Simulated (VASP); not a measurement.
# CdO (Monteponite) (Fm-3m) in VASP: further runs

The runs below take CdO (Monteponite) through single point, with PBE.

Program: VASP 6.6.1. These are calculated values, not measurements. Logs are shortened: lines on timing, memory, paths and dates and some standing lists are left out, and cuts for length are marked.

## (1) The cell of the first run

Symmetry: Fm-3m, No. 225, cubic system. Conventional cell: a = 4.699 Å, b = 4.699 Å, c = 4.699 Å, α = 90.00°, β = 90.00°, γ = 90.00°. Cd (site symmetry m-3m) has 6 O at 2.35 Å within 3.1 Å. Within 3.1 Å of O (site symmetry m-3m) lie 6 Cd at 2.35 Å.

## (2) Single point, PBE

Contents of INCAR:

```
SYSTEM = CdO
PREC = Accurate
ENCUT = 600
EDIFF = 1E-6
ISMEAR = -1
SIGMA = 0.1
LREAL = .False.
LASPH = .True.
NELM = 120
ALGO = Normal
ISIF = 2
LWAVE = .False.
LCHARG = .False.
GGA = PE
NBANDS = 16
GGA_COMPAT = .False.
```

Contents of KPOINTS:

```
regular mesh
0
Gamma
  10 10 10
  0 0 0
```

Contents of POSCAR:

```
CdO
1.0
    0.0000000000      2.3495000000      2.3495000000
    2.3495000000      0.0000000000      2.3495000000
    2.3495000000      2.3495000000      0.0000000000
Cd O
1 1
Direct
    0.0000000000      0.0000000000      0.0000000000
    0.5000000000      0.5000000000      0.5000000000
```

Potentials or basis: VASP PAW PBE potentials, release 64 (Cd, O).

The run is started by

```sh
cat potpaw_PBE.64/Cd/POTCAR potpaw_PBE.64/O/POTCAR > POTCAR
mpirun -np 1 vasp_std > vasp.out
```

OUTCAR:

```text
SYSTEM = CdO
   PREC = Accurate
   ENCUT = 600
   EDIFF = 1E-6
   ISMEAR = -1
   LREAL = .False.
   LASPH = .True.
   NELM = 120
   ISIF = 2
   GGA = PE

 ion  position               nearest neighbor table
   1  0.000  0.000  0.000-   2 2.35   2 2.35   2 2.35   2 2.35   2 2.35   2 2.35
   2  0.500  0.500  0.500-   1 2.35   1 2.35   1 2.35   1 2.35   1 2.35   1 2.35

  LATTYP: Found a face centered cubic cell.
 ALAT       =     4.6990000000

  Lattice vectors:

 A1 = (   0.0000000000,   2.3495000000,   2.3495000000)
 A2 = (   2.3495000000,   0.0000000000,   2.3495000000)
 A3 = (   2.3495000000,   2.3495000000,   0.0000000000)

Analysis of symmetry for initial positions (statically):
=====================================================================
 Subroutine PRICEL returns:
 Original cell was already a primitive cell.

 Routine SETGRP: Setting up the symmetry group for a
 face centered cubic supercell.

 Subroutine GETGRP returns: Found 48 space group operations
 (whereof 48 operations were pure point group operations)
 out of a pool of 48 trial point group operations.

The static configuration has the point symmetry O_h .

Analysis of symmetry for dynamics (positions and initial velocities):
=====================================================================
 Subroutine PRICEL returns:
 Original cell was already a primitive cell.

 Routine SETGRP: Setting up the symmetry group for a
 face centered cubic supercell.

 Subroutine GETGRP returns: Found 48 space group operations
 (whereof 48 operations were pure point group operations)
 out of a pool of 48 trial point group operations.

The dynamic configuration has the point symmetry O_h .

 Subroutine INISYM returns: Found 48 space group operations
 (whereof 48 operations are pure point group operations),
 and found     1 'primitive' translations

----------------------------------------------------------------------------------------

                                     Primitive cell

  volume of cell :      25.9392

  direct lattice vectors                    reciprocal lattice vectors
     0.000000000  2.349500000  2.349500000    -0.212811236  0.212811236  0.212811236
     2.349500000  0.000000000  2.349500000     0.212811236 -0.212811236  0.212811236
     2.349500000  2.349500000  0.000000000     0.212811236  0.212811236 -0.212811236

  length of vectors
     3.322694765  3.322694765  3.322694765     0.368599874  0.368599874  0.368599874

  position of ions in fractional coordinates (direct lattice)
     0.000000000  0.000000000  0.000000000
     0.500000000  0.500000000  0.500000000

  ion indices of the primitive-cell ions
   primitive index   ion index
                 1           1
                 2           2

----------------------------------------------------------------------------------------

 KPOINTS: regular mesh

Automatic generation of k-mesh.
 Grid dimensions read from file:
 generate k-points for:   10   10   10

 Generating k-lattice:

  Cartesian coordinates                     Fractional coordinates (reciprocal lattice)
    -0.021281124  0.021281124  0.021281124     0.100000000  0.000000000  0.000000000
     0.021281124 -0.021281124  0.021281124     0.000000000  0.100000000  0.000000000
     0.021281124  0.021281124 -0.021281124     0.000000000  0.000000000  0.100000000

  Length of vectors
     0.036859987  0.036859987  0.036859987

  Shift w.r.t. Gamma in fractional coordinates (k-lattice)
     0.000000000  0.000000000  0.000000000

 Subroutine IBZKPT returns following result:
 ===========================================

 Found     47 irreducible k-points:

 Following reciprocal coordinates:
            Coordinates               Weight
  0.000000  0.000000  0.000000      1.000000
  0.100000  0.000000  0.000000      8.000000
  0.200000  0.000000  0.000000      8.000000
  0.300000  0.000000  0.000000      8.000000
  0.400000  0.000000  0.000000      8.000000
  0.500000  0.000000  0.000000      4.000000
[... 16 lines left out ...]
  0.300000  0.300000  0.000000      6.000000
  0.400000  0.300000  0.000000     24.000000
 [... further k-points ...]
   k-points           NKPTS =     47   k-points in BZ     NKDIM =     47   number of bands    NBANDS=     16
   number of dos      NEDOS =    301   number of ions     NIONS =      2
   total plane-waves  NPLWV =  21952
   dimension x,y,z NGX =    28 NGY =   28 NGZ =   28
   dimension x,y,z NGXF=    56 NGYF=   56 NGZF=   56
   ions per type =               1   1
   NGX,Y,Z   is equivalent  to a cutoff of  14.01, 14.01, 14.01 a.u.
   NGXF,Y,Z  is equivalent  to a cutoff of  28.02, 28.02, 28.02 a.u.
 SYSTEM =  CdO
   PREC   = accura    normal or accurate (medium, high low for compatibility)
   ISTART =      0    job   : 0-new  1-cont  2-samecut
   ICHARG =      2    charge: 1-file 2-atom 10-const
   ISPIN  =      1    spin polarized calculation?
   LNONCOLLINEAR =      F non collinear calculations
   LSORBIT =      F    spin-orbit coupling
   LASPH  =      T    aspherical Exc in radial PAW
   ENCUT  =  600.0 eV  44.10 Ry    6.64 a.u.   6.64  6.64  6.64*2*pi/ulx,y,z
   NELM   =    120;   NELMIN=  2; NELMDL= -5     # of ELM steps
   EDIFF  = 0.1E-05   stopping-criterion for ELM
   LREAL  =      F    real-space projection
   EDIFFG = 0.1E-04   stopping-criterion for IOM
   NSW    =      0    number of steps for IOM
   IBRION =     -1    ionic relax: 0-MD 1-quasi-New 2-CG
   NFREE  =      0    steps in history (QN), initial steepest desc. (CG)
   ISIF   =      2    stress and relaxation
   ISYM   =      2    0-nonsym 1-usesym 2-fastsym
   POTIM  = 0.5000    time-step for ionic-motion
   TEBEG  =    0.0;   TEEND  =   0.0 temperature during run
   PSTRESS=    0.0 pullay stress
   NELECT =      18.0000    total number of electrons
   NUPDOWN=      -1.0000    fix difference up-down
   EMIN   =  10.00;   EMAX   =-10.00  energy-range for DOS
   EFERMI =   0.00;   METHOD = LEGACY
   ISMEAR =    -1;   SIGMA  =   0.10  broadening in eV -4-tet -1-fermi 0-gaus
   EFERMI_NEDOS =   21; number of points for ismear=-14 and -15
   IALGO  =     38    algorithm
   IMIX   =      4    mixing-type and parameters
     AMIX     =   0.40;   BMIX     =  1.00
     AMIX_MAG =   1.60;   BMIX_MAG =  1.00
  volume/ion in A,a.u.               =      12.97        87.52
  Fermi-wavevector in a.u.,A,eV,Ry     =   1.449373  2.738918 28.581522  2.100683
  Thomas-Fermi vector in A             =   2.567107
   LORBIT       =      0    0 simple, 1 ext, 2 COOP (PROOUT), +10 PAW based schemes
   GGA     = PE    functional components
   LHFCALC =     F    Hartree Fock is set to
   AEXX    =    0.0000 exact exchange contribution
   IVDW    =     0    specifies the selected vdW correction
   LEPSILON=     F    determine dielectric tensor
   LRPA    =     F    only Hartree local field effects (RPA)
 non-spin polarized calculation
  energy-cutoff  :      600.00
  volume of cell :       25.94
 maximum number of plane-waves:       893
   NGX = 13   NGY = 13   NGZ = 13

 number of electron      18.0000002 magnetization

 Free energy of the ion-electron system (eV)
  ---------------------------------------------------
  ext. energy  EPLUGINS =         0.00000000
  ---------------------------------------------------
  free energy    TOTEN  =        -7.69933289 eV

  energy without entropy =       -7.69703963  energy(sigma->0) =       -7.69818626

 E-fermi :   2.3921     XC(G=0): -11.6989

 val. band max:        2.0370772123   @ k =   0.5000   0.0000   0.0000
 cond. band min:       2.6409374698   @ k =   0.1000   0.0000   0.0000
 fundamental gap:      0.6038602575
 Fermi energy:         2.3920570020

 k-point     1 :       0.0000    0.0000    0.0000
  band No.  band energies     occupation
      1     -15.3306      2.00000
      2      -4.6676      2.00000
      3      -4.6676      2.00000
      4      -4.6676      2.00000
      5      -4.3614      2.00000
      6      -4.3614      2.00000
[... 8 lines left out ...]
     15      20.2263      0.00000
     16      20.2263      0.00000

 k-point     2 :       0.1000    0.0000    0.0000
  band No.  band energies     occupation
      1     -15.2615      2.00000
      2      -4.7082      2.00000
      3      -4.6510      2.00000
      4      -4.6510      2.00000
      5      -4.4288      2.00000
      6      -4.4288      2.00000
[... 8 lines left out ...]
     15      20.5040      0.00000
     16      20.5040      0.00000

 k-point     3 :       0.2000    0.0000    0.0000
  band No.  band energies     occupation
      1     -15.0748      2.00000
      2      -4.8624      2.00000
      3      -4.7665      2.00000
      4      -4.7665      2.00000
      5      -4.4246      2.00000
      6      -4.4246      2.00000
[... 8 lines left out ...]
     15      21.1351      0.00000
     16      21.1351      0.00000

 k-point     4 :       0.3000    0.0000    0.0000
  band No.  band energies     occupation
      1     -14.8300      2.00000
      2      -5.1603      2.00000
      3      -5.0059      2.00000
      4      -5.0059      2.00000
      5      -4.2881      2.00000
      6      -4.2881      2.00000
[... 8 lines left out ...]
     15      22.0913      0.00000
     16      22.0913      0.00000
[... 324 lines left out ...]
 k-point    22 :      -0.2000    0.2000    0.0000
  band No.  band energies     occupation
      1     -14.7902      2.00000
      2      -5.1421      2.00000
      3      -5.0322      2.00000
      4      -4.8677      2.00000
      5      -4.4096      2.00000
      6      -4.1089      2.00000
[... 8 lines left out ...]
     15      21.5303      0.00000
     16      22.8265      0.00000

 k-point    23 :       0.3000    0.3000    0.0000
  band No.  band energies     occupation
      1     -14.8240      2.00000
      2      -4.9714      2.00000
      3      -4.9221      2.00000
      4      -4.3092      2.00000
      5      -4.3092      2.00000
      6      -4.1877      2.00000
[... 8 lines left out ...]
     15      26.2063      0.00000
     16      26.4742      0.00000

 k-point    24 :       0.4000    0.3000    0.0000
  band No.  band energies     occupation
      1     -14.7303      2.00000
      2      -5.0264      2.00000
      3      -4.7467      2.00000
      4      -4.3763      2.00000
      5      -4.2017      2.00000
      6      -4.0745      2.00000
[... 8 lines left out ...]
     15      25.7960      0.00000
     16      26.3182      0.00000

 [... further k-points ...]

------------------------ aborting loop because EDIFF is reached ----------------------------------------

  FORCE on cell =-STRESS in cart. coord.  units (eV):
  Direction    XX          YY          ZZ          XY          YZ          ZX
  --------------------------------------------------------------------------------------
  -------------------------------------------------------------------------------------
  Total        1.1931300      1.1931300      1.1931300      0.0000000     -0.0000000     -0.0000000
  in kB       73.6956779     73.6956779     73.6956779      0.0000000     -0.0000000     -0.0000000
  external PRESSURE =      73.6956779 kB  Pullay stress =       0.0000000 kB

 VOLUME and BASIS-vectors are now :
 -----------------------------------------------------------------------------
  energy-cutoff  :      600.00
  volume of cell :       25.94
      direct lattice vectors                 reciprocal lattice vectors
     0.000000000  2.349500000  2.349500000    -0.212811236  0.212811236  0.212811236
     2.349500000  0.000000000  2.349500000     0.212811236 -0.212811236  0.212811236
     2.349500000  2.349500000  0.000000000     0.212811236  0.212811236 -0.212811236

 POSITION                                       TOTAL-FORCE (eV/Angst)
 -----------------------------------------------------------------------------------
      0.00000      0.00000      0.00000        -0.000000      0.000000      0.000000
      2.34950      2.34950      2.34950         0.000000     -0.000000     -0.000000
 -----------------------------------------------------------------------------------
    total drift:                                0.000000      0.000000      0.000000

  FREE ENERGIE OF THE ION-ELECTRON SYSTEM (eV)
  ---------------------------------------------------
  free  energy   TOTEN  =        -7.6993328874 eV

  energy  without entropy=       -7.6970396292  energy(sigma->0) =       -7.69818626
```

It took 32 s on 1 thread of AMD EPYC 7R43 (Zen 3), shared host; peak memory 0.13 GiB.

Results:

```yaml
Free_energy: -7.6993 eV
Pressure: 7.4 GPa
Band_gap_on_the_k_mesh: zero (band 9 reaches 2.04 eV, above the bottom of band 10 at 1.61 eV)
```

## (3) Single point, PBE, non-collinear spin, zero start, spin-orbit coupling

Contents of INCAR:

```
ALGO = Normal
EDIFF = 1E-6
ENCUT = 600
GGA = PE
GGA_COMPAT = False
ISIF = 2
ISMEAR = -1
LASPH = True
LCHARG = False
LORBIT = 11
LORBMOM = True
LREAL = False
LSORBIT = True
LWAVE = False
MAGMOM = 0 0 0 0 0 0
NBANDS = 30
NELM = 200
PREC = Accurate
SIGMA = 0.1
```

Contents of KPOINTS:

```
k-points
0
Gamma
  10 10 10
```

POSCAR is that of step 2.

Potentials or basis: VASP PAW PBE potentials, release 64 (Cd, O).

The run is started by

```sh
cat potpaw_PBE.64/Cd/POTCAR potpaw_PBE.64/O/POTCAR > POTCAR
mpirun -np 1 vasp_ncl > vasp.out
```

It took 2.1 min on 1 thread of AMD EPYC 7R43 (Zen 3), shared host; peak memory 0.24 GiB.

The run converged. Its results:

* Free energy: -7.7245 eV
* Pressure: 7.3 GPa
* Net moment: 0.00 μB per cell
* Valence electrons inside the program's atomic spheres: Cd 10.25; O 4.93

Moments on the atoms (μB; x, y, z):
```
Cd  0.00 0.00 0.00
O   0.00 0.00 0.00
```
